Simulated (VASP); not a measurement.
Wanted: the native input for a VASP 6.6.1 run.

```yaml
Task: single point
Functional: PBEsol
Potentials_or_basis: VASP PAW PBE potentials, release 64 (Ga_d, As)
Cutoff: 520 eV
k_mesh: 3 × 3 × 3
Occupations: gaussian, width 0.01 eV
Spin: no spin polarisation
Dipole_correction: no
Further_INCAR_settings: ALGO = Normal; EDIFF = 1e-07; NBANDS = 46
```

The structure of GaAs lies in POSCAR:

```
GaAs
1.0
    5.6533000000      0.0000000000      0.0000000000
    0.0000000000      5.6533000000      0.0000000000
    0.0000000000      0.0000000000      5.6533000000
Ga As
4 4
Direct
    0.0000000000      0.0000000000      0.0000000000
    0.0000000000      0.5000000000      0.5000000000
    0.5000000000      0.0000000000      0.5000000000
    0.5000000000      0.5000000000      0.0000000000
    0.2500000000      0.2500000000      0.2500000000
    0.2500000000      0.7500000000      0.7500000000
    0.7500000000      0.2500000000      0.7500000000
    0.7500000000      0.7500000000      0.2500000000
```

The input as run:

INCAR

```
PREC = Accurate ; ENCUT = 520
EDIFF = 1E-7 ; ISMEAR = 0
SIGMA = 0.01 ; LREAL = False
LASPH = True ; NELM = 100
ALGO = Normal ; ISIF = 2
LWAVE = False ; LCHARG = False
GGA = PS ; NBANDS = 46
```

KPOINTS

```
Automatic mesh
0
Gamma
  3 3 3
```

Potentials or basis: VASP PAW PBE potentials, release 64 (Ga_d, As).

Run with:

```console
$ cat potpaw_PBE.64/Ga_d/POTCAR potpaw_PBE.64/As/POTCAR > POTCAR
$ mpirun -np 1 vasp_std > vasp.out
```

Results of the run:

- Pressure: 0.3 GPa
- Band gap on the k mesh: 0.45 eV

Caveat: the PAW data sets were made with another functional, which shifts forces and pressure a little.

Wall time 56 s on 1 thread of Intel Xeon 6975P-C (shared host), peak memory 0.26 GiB.
